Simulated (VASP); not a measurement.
# Ge (Imma) in VASP: settings compared

Aim: see how the results for Ge move with the level of theory and the settings. Levels: PBE, r2SCAN. Tasks: single point.

Program: VASP 6.6.1. These are calculated values, not measurements. Logs are shortened: lines on timing, memory, paths and dates and some standing lists are left out, and cuts for length are marked.

## (1) The cell of the first run

The structure is orthorhombic, space group Imma (No. 74). Conventional cell: a = 3.982 Å, b = 4.041 Å, c = 5.674 Å, α = 90.00°, β = 90.00°, γ = 90.00°. Ge (site symmetry mm2) has 4 Ge at 2.45 to 2.46 Å within 3.2 Å.

## (2) Single point, PBE (shear xy strain +1.5%)

The input, INCAR:

```
ALGO = Normal
EDIFF = 1E-7
ENCUT = 520
GGA = PE
ISIF = 2
ISMEAR = -1
LASPH = T
LCHARG = F
LREAL = F
LWAVE = F
NBANDS = 21
NELM = 100
PREC = Accurate
SIGMA = 0.02
```

The input, KPOINTS:

```
k-points
0
Gamma
  8 8 8
```

The input, POSCAR:

```
Ge
1.0
    0.0208510203      2.8368735119      2.8368735119
    2.8368735119      0.0208510203      2.8368735119
    2.8577245322      2.8577245322      0.0000000000
Ge
2
Direct
    0.0009085316      0.0009085316     -0.0009085316
    0.2490914684      0.2490914684      0.2509085316
```

Potentials or basis: VASP PAW PBE potentials, release 64 (Ge_d).

Launch:

```sh
$ cat potpaw_PBE.64/Ge_d/POTCAR > POTCAR
$ mpirun -np 1 vasp_std > vasp.out
```

OUTCAR:

```text
EDIFF = 1E-7
   ENCUT = 520
   GGA = PE
   ISIF = 2
   ISMEAR = -1
   LASPH = T
   LREAL = F
   NELM = 100
   PREC = Accurate

 ion  position               nearest neighbor table
   1  0.001  0.001  0.999-   2 2.45   2 2.45   2 2.46   2 2.46
   2  0.249  0.249  0.251-   1 2.45   1 2.45   1 2.46   1 2.46

  LATTYP: Found a body centered orthorhombic cell.
 ALAT       =     3.9824571996
 B/A-ratio  =     1.0148088450
 C/A-ratio  =     1.4246849971

  Lattice vectors:

 A1 = (   2.8368735119,   0.0208510203,  -2.8368735119)
 A2 = (  -2.8368735119,  -0.0208510203,  -2.8368735119)
 A3 = (   0.0208510203,   2.8368735119,   2.8368735119)

Analysis of symmetry for initial positions (statically):
=====================================================================
 Subroutine PRICEL returns:
 Original cell was already a primitive cell.

 Routine SETGRP: Setting up the symmetry group for a
 body centered orthorhombic supercell.

 Subroutine GETGRP returns: Found  8 space group operations
 (whereof  4 operations were pure point group operations)
 out of a pool of  8 trial point group operations.

The static configuration has the point symmetry C_2v.
 The point group associated with its full space group is D_2h.

Analysis of symmetry for dynamics (positions and initial velocities):
=====================================================================
 Subroutine PRICEL returns:
 Original cell was already a primitive cell.

 Routine SETGRP: Setting up the symmetry group for a
 body centered orthorhombic supercell.

 Subroutine GETGRP returns: Found  8 space group operations
 (whereof  4 operations were pure point group operations)
 out of a pool of  8 trial point group operations.

The dynamic configuration has the point symmetry C_2v.
 The point group associated with its full space group is D_2h.

 Subroutine INISYM returns: Found  8 space group operations
 (whereof  4 operations are pure point group operations),
 and found     1 'primitive' translations

----------------------------------------------------------------------------------------

                                     Primitive cell

  volume of cell :      45.6590

  direct lattice vectors                    reciprocal lattice vectors
[... 79 lines left out ...]
   ISTART =      0    job   : 0-new  1-cont  2-samecut
   ICHARG =      2    charge: 1-file 2-atom 10-const
   ISPIN  =      1    spin polarized calculation?
   LNONCOLLINEAR =      F non collinear calculations
   LSORBIT =      F    spin-orbit coupling
   LASPH  =      T    aspherical Exc in radial PAW
   ENCUT  =  520.0 eV  38.22 Ry    6.18 a.u.   7.46  7.46  7.51*2*pi/ulx,y,z
   NELM   =    100;   NELMIN=  2; NELMDL= -5     # of ELM steps
   EDIFF  = 0.1E-06   stopping-criterion for ELM
   LREAL  =      F    real-space projection
   EDIFFG = 0.1E-05   stopping-criterion for IOM
   NSW    =      0    number of steps for IOM
   IBRION =     -1    ionic relax: 0-MD 1-quasi-New 2-CG
   NFREE  =      0    steps in history (QN), initial steepest desc. (CG)
   ISIF   =      2    stress and relaxation
   ISYM   =      2    0-nonsym 1-usesym 2-fastsym
   POTIM  = 0.5000    time-step for ionic-motion
   TEBEG  =    0.0;   TEEND  =   0.0 temperature during run
   PSTRESS=    0.0 pullay stress
   NELECT =      28.0000    total number of electrons
   NUPDOWN=      -1.0000    fix difference up-down
   EMIN   =  10.00;   EMAX   =-10.00  energy-range for DOS
   EFERMI =   0.00;   METHOD = LEGACY
   ISMEAR =    -1;   SIGMA  =   0.02  broadening in eV -4-tet -1-fermi 0-gaus
   EFERMI_NEDOS =   21; number of points for ismear=-14 and -15
   IALGO  =     38    algorithm
   IMIX   =      4    mixing-type and parameters
     AMIX     =   0.40;   BMIX     =  1.00
     AMIX_MAG =   1.60;   BMIX_MAG =  1.00
  volume/ion in A,a.u.               =      22.83       154.06
  Fermi-wavevector in a.u.,A,eV,Ry     =   1.390866  2.628356 26.320591  1.934509
  Thomas-Fermi vector in A             =   2.514760
   LORBIT       =      0    0 simple, 1 ext, 2 COOP (PROOUT), +10 PAW based schemes
   GGA     = PE    functional components
   LHFCALC =     F    Hartree Fock is set to
   AEXX    =    0.0000 exact exchange contribution
   IVDW    =     0    specifies the selected vdW correction
   LEPSILON=     F    determine dielectric tensor
   LRPA    =     F    only Hartree local field effects (RPA)
 non-spin polarized calculation
  energy-cutoff  :      520.00
  volume of cell :       45.66
 maximum number of plane-waves:      1255
 NGX is ok and might be reduce to    30
   NGX = 15   NGY = 15   NGZ = 15

 number of electron      28.0000013 magnetization

 Free energy of the ion-electron system (eV)
  ---------------------------------------------------
  ext. energy  EPLUGINS =         0.00000000
  ---------------------------------------------------
  free energy    TOTEN  =        -9.00506870 eV

  energy without entropy =       -9.00494961  energy(sigma->0) =       -9.00500915

 E-fermi :   4.9381     XC(G=0):  -9.8833

 val. band max:        4.9113549284   @ k =   0.0000   0.0000   0.0000
 cond. band min:       4.9728182030   @ k =   0.0000   0.0000   0.0000
 fundamental gap:      0.0614632746
 Fermi energy:         4.9380683671

 k-point     1 :       0.0000    0.0000    0.0000
  band No.  band energies     occupation
      1     -19.8947      2.00000
      2     -19.8891      2.00000
      3     -19.8831      2.00000
      4     -19.8535      2.00000
      5     -19.8535      2.00000
      6     -19.6536      2.00000
[... 565 lines left out ...]
     20      13.8542      0.00000
     21      14.4246      0.00000

 [... further k-points ...]

------------------------ aborting loop because EDIFF is reached ----------------------------------------

  FORCE on cell =-STRESS in cart. coord.  units (eV):
  Direction    XX          YY          ZZ          XY          YZ          ZX
  --------------------------------------------------------------------------------------
  -------------------------------------------------------------------------------------
  Total        0.8526489      0.8526489      0.8566907     -0.2558490      0.0000000      0.0000000
  in kB       29.9195023     29.9195023     30.0613278     -8.9777581      0.0000000      0.0000000
  external PRESSURE =      29.9667775 kB  Pullay stress =       0.0000000 kB

 VOLUME and BASIS-vectors are now :
 -----------------------------------------------------------------------------
  energy-cutoff  :      520.00
  volume of cell :       45.66
      direct lattice vectors                 reciprocal lattice vectors
     0.020851020  2.836873512  2.836873512    -0.177555400  0.177555400  0.176250368
     2.836873512  0.020851020  2.836873512     0.177555400 -0.177555400  0.176250368
     2.857724532  2.857724532  0.000000000     0.174964380  0.174964380 -0.176250368

 POSITION                                       TOTAL-FORCE (eV/Angst)
 -----------------------------------------------------------------------------------
      2.85772      2.85772      0.00515         0.000000      0.000000      0.024891
      1.42886      1.42886      1.41328        -0.000000     -0.000000     -0.024891
 -----------------------------------------------------------------------------------
    total drift:                                0.000000     -0.000000     -0.000000

  FREE ENERGIE OF THE ION-ELECTRON SYSTEM (eV)
  ---------------------------------------------------
  free  energy   TOTEN  =        -9.0050687000 eV

  energy  without entropy=       -9.0049496098  energy(sigma->0) =       -9.00500915
```

OSZICAR:

```text
N       E                     dE             d eps       ncg     rms          rms(c)
DAV:   1     0.189368368506E+03    0.18937E+03   -0.14560E+04  4509   0.363E+03
DAV:   2     0.185600271658E+02   -0.17081E+03   -0.16546E+03  4005   0.621E+02
DAV:   3    -0.818582974210E+01   -0.26746E+02   -0.26571E+02  4550   0.143E+02
DAV:   4    -0.907602837063E+01   -0.89020E+00   -0.88961E+00  4610   0.306E+01
DAV:   5    -0.909071693268E+01   -0.14689E-01   -0.14688E-01  4475   0.431E+00    0.317E+00
DAV:   6    -0.903326162892E+01    0.57455E-01   -0.21225E-02  4610   0.143E+00    0.188E+00
DAV:   7    -0.900318136999E+01    0.30080E-01   -0.48042E-02  4596   0.196E+00    0.148E-01
DAV:   8    -0.900489301989E+01   -0.17116E-02   -0.58834E-03  4515   0.931E-01    0.440E-02
DAV:   9    -0.900504314209E+01   -0.15012E-03   -0.21754E-04  4583   0.202E-01    0.167E-02
DAV:  10    -0.900506658172E+01   -0.23440E-04   -0.43267E-05  4645   0.725E-02    0.592E-03
DAV:  11    -0.900506849041E+01   -0.19087E-05   -0.56239E-06  4672   0.350E-02    0.149E-03
DAV:  12    -0.900506867952E+01   -0.18911E-06   -0.22076E-07  3700   0.709E-03    0.543E-04
DAV:  13    -0.900506869998E+01   -0.20464E-07   -0.51080E-08  3438   0.174E-03
   1 F= -.90050687E+01 E0= -.90050092E+01  d E =-.119090E-03
```

It took 46 s on 1 thread of Intel Xeon Platinum 8488C (Sapphire Rapids), shared host; peak memory 0.21 GiB.

What came out:

```yaml
Free_energy: -9.0051 eV
Pressure: 3.0 GPa
Largest_force: 0.025 eV/Å
Band_gap_on_the_k_mesh: 0.06 eV
```

Forces in eV/Å, atoms in the order of the input:
```
Ge   0.000  0.000  0.025
Ge   0.000  0.000 -0.025
```

Stress tensor (GPa, compression positive):
```
 2.99 -0.90  0.00
-0.90  2.99  0.00
 0.00  0.00  3.01
```

Caveat: the cell differs from its parent crystal (shear xy strain +1.5%). A k mesh can miss the band edges.

## (3) Single point, r2SCAN (shear xy strain +1.5%)

POSCAR is that of step 2.

The input, INCAR.step1:

```
PREC = Accurate
ENCUT = 520
ISMEAR = -1
SIGMA = 0.02
LREAL = F
LASPH = T
NELM = 80
NBANDS = 21
GGA = PE
ALGO = Normal
EDIFF = 1E-4
LWAVE = T
LCHARG = F
```

The input, INCAR.step2:

```
PREC = Accurate
ENCUT = 520
EDIFF = 1E-6
ISMEAR = -1
SIGMA = 0.02
LREAL = F
LASPH = T
NELM = 80
ALGO = Normal
ISIF = 2
LWAVE = F
LCHARG = F
METAGGA = R2SCAN
LMIXTAU = T
NBANDS = 21
ISTART = 1
```

The input, KPOINTS:

```
regular mesh
0
Gamma
  8 8 8
```

Potentials or basis: VASP PAW PBE potentials, release 64 (Ge_d).

Launch:

```sh
$ cat potpaw_PBE.64/Ge_d/POTCAR > POTCAR
$ cp INCAR.step1 INCAR
$ mpirun -np 1 vasp_std > vasp.out
$ cp INCAR.step2 INCAR
$ mpirun -np 1 vasp_std > vasp.out
```

OUTCAR:

```text
PREC = Accurate
   ENCUT = 520
   EDIFF = 1E-6
   ISMEAR = -1
   LREAL = F
   LASPH = T
   NELM = 80
   ISIF = 2
   METAGGA = R2SCAN
   ISTART = 1

 ion  position               nearest neighbor table
   1  0.001  0.001  0.999-   2 2.45   2 2.45   2 2.46   2 2.46
   2  0.249  0.249  0.251-   1 2.45   1 2.45   1 2.46   1 2.46

  LATTYP: Found a body centered orthorhombic cell.
 ALAT       =     3.9824571996
 B/A-ratio  =     1.0148088450
 C/A-ratio  =     1.4246849971

  Lattice vectors:

 A1 = (   2.8368735119,   0.0208510203,  -2.8368735119)
 A2 = (  -2.8368735119,  -0.0208510203,  -2.8368735119)
 A3 = (   0.0208510203,   2.8368735119,   2.8368735119)

Analysis of symmetry for initial positions (statically):
=====================================================================
 Subroutine PRICEL returns:
 Original cell was already a primitive cell.

 Routine SETGRP: Setting up the symmetry group for a
 body centered orthorhombic supercell.

 Subroutine GETGRP returns: Found  8 space group operations
 (whereof  4 operations were pure point group operations)
 out of a pool of  8 trial point group operations.

The static configuration has the point symmetry C_2v.
 The point group associated with its full space group is D_2h.

Analysis of symmetry for dynamics (positions and initial velocities):
=====================================================================
 Subroutine PRICEL returns:
 Original cell was already a primitive cell.

 Routine SETGRP: Setting up the symmetry group for a
 body centered orthorhombic supercell.

 Subroutine GETGRP returns: Found  8 space group operations
 (whereof  4 operations were pure point group operations)
 out of a pool of  8 trial point group operations.

The dynamic configuration has the point symmetry C_2v.
 The point group associated with its full space group is D_2h.

 Subroutine INISYM returns: Found  8 space group operations
 (whereof  4 operations are pure point group operations),
 and found     1 'primitive' translations

[... 110 lines left out ...]
   EFERMI_NEDOS =   21; number of points for ismear=-14 and -15
   IALGO  =     38    algorithm
   IMIX   =      4    mixing-type and parameters
     AMIX     =   0.40;   BMIX     =  1.00
     AMIX_MAG =   1.60;   BMIX_MAG =  1.00
  volume/ion in A,a.u.               =      22.83       154.06
  Fermi-wavevector in a.u.,A,eV,Ry     =   1.390866  2.628356 26.320591  1.934509
  Thomas-Fermi vector in A             =   2.514760
   LORBIT       =      0    0 simple, 1 ext, 2 COOP (PROOUT), +10 PAW based schemes
   METAGGA = R2SCAN    functional components
   LHFCALC =     F    Hartree Fock is set to
   AEXX    =    0.0000 exact exchange contribution
   IVDW    =     0    specifies the selected vdW correction
   LEPSILON=     F    determine dielectric tensor
   LRPA    =     F    only Hartree local field effects (RPA)
 non-spin polarized calculation
  energy-cutoff  :      520.00
  volume of cell :       45.66
 maximum number of plane-waves:      1255
 NGX is ok and might be reduce to    30
   NGX = 15   NGY = 15   NGZ = 15

 number of electron      28.0000013 magnetization

 Free energy of the ion-electron system (eV)
  ---------------------------------------------------
  ext. energy  EPLUGINS =         0.00000000
  ---------------------------------------------------
  free energy    TOTEN  =       -27.73391562 eV

  energy without entropy =      -27.73391259  energy(sigma->0) =      -27.73391411

 E-fermi :   4.9041     XC(G=0): -10.7747

 val. band max:        4.7841167277   @ k =   0.0000   0.0000   0.0000
 cond. band min:       5.0341323067   @ k =   0.0000   0.0000   0.0000
 fundamental gap:      0.2500155790
 Fermi energy:         4.9040713072

 k-point     1 :       0.0000    0.0000    0.0000
  band No.  band energies     occupation
      1     -20.7681      2.00000
      2     -20.7624      2.00000
      3     -20.7566      2.00000
      4     -20.7237      2.00000
      5     -20.7236      2.00000
      6     -20.5172      2.00000
[... 565 lines left out ...]
     20      14.2890      0.00000
     21      14.7367      0.00000

 [... further k-points ...]

------------------------ aborting loop because EDIFF is reached ----------------------------------------

  FORCE on cell =-STRESS in cart. coord.  units (eV):
  Direction    XX          YY          ZZ          XY          YZ          ZX
  --------------------------------------------------------------------------------------
  -------------------------------------------------------------------------------------
  Total        0.0156714      0.0156714      0.0116990     -0.2760106      0.0000000      0.0000000
  in kB        0.5499090      0.5499090      0.4105181     -9.6852275      0.0000000      0.0000000
  external PRESSURE =       0.5034454 kB  Pullay stress =       0.0000000 kB

 VOLUME and BASIS-vectors are now :
 -----------------------------------------------------------------------------
  energy-cutoff  :      520.00
  volume of cell :       45.66
      direct lattice vectors                 reciprocal lattice vectors
     0.020851020  2.836873512  2.836873512    -0.177555400  0.177555400  0.176250368
     2.836873512  0.020851020  2.836873512     0.177555400 -0.177555400  0.176250368
     2.857724532  2.857724532  0.000000000     0.174964380  0.174964380 -0.176250368

 POSITION                                       TOTAL-FORCE (eV/Angst)
 -----------------------------------------------------------------------------------
      2.85772      2.85772      0.00515         0.000000      0.000000      0.001417
      1.42886      1.42886      1.41328        -0.000000     -0.000000     -0.001417
 -----------------------------------------------------------------------------------
    total drift:                                0.000000     -0.000000     -0.000000

  FREE ENERGIE OF THE ION-ELECTRON SYSTEM (eV)
  ---------------------------------------------------
  free  energy   TOTEN  =       -27.7339156239 eV

  energy  without entropy=      -27.7339125901  energy(sigma->0) =      -27.73391411
```

Wall time 2.6 min (1 thread of Intel Xeon Platinum 8488C (Sapphire Rapids), shared host); peak memory 0.21 GiB.

What came out:

```
Free energy            : -27.7339 eV
Pressure               : 0.1 GPa
Band gap on the k mesh : 0.25 eV
```

Levels at points of the mesh, in eV from the valence-band top:
```csv
k point,band 11,band 12,band 13,band 14,band 15,band 16,band 17,band 18
"(0.00, 0.00, 0.00)",-13.30,-0.12,-0.07,0.00,0.25,2.57,2.66,2.72
"(0.50, 0.00, 0.00)",-11.09,-7.88,-1.59,-1.55,0.27,3.88,3.92,7.54
"(0.50, 0.50, 0.00)",-9.29,-9.21,-3.35,-3.17,0.80,1.04,9.92,10.02
"(0.00, 0.00, 0.50)",-11.17,-7.90,-1.52,-1.47,0.43,3.94,3.98,7.63
"(0.50, 0.00, 0.50)",-9.25,-9.25,-3.26,-3.26,0.92,0.92,9.95,9.95
```

Caveat: the cell differs from its parent crystal (shear xy strain +1.5%); the PAW data sets were made with another functional, which shifts forces and pressure a little. A k mesh can miss the band edges.
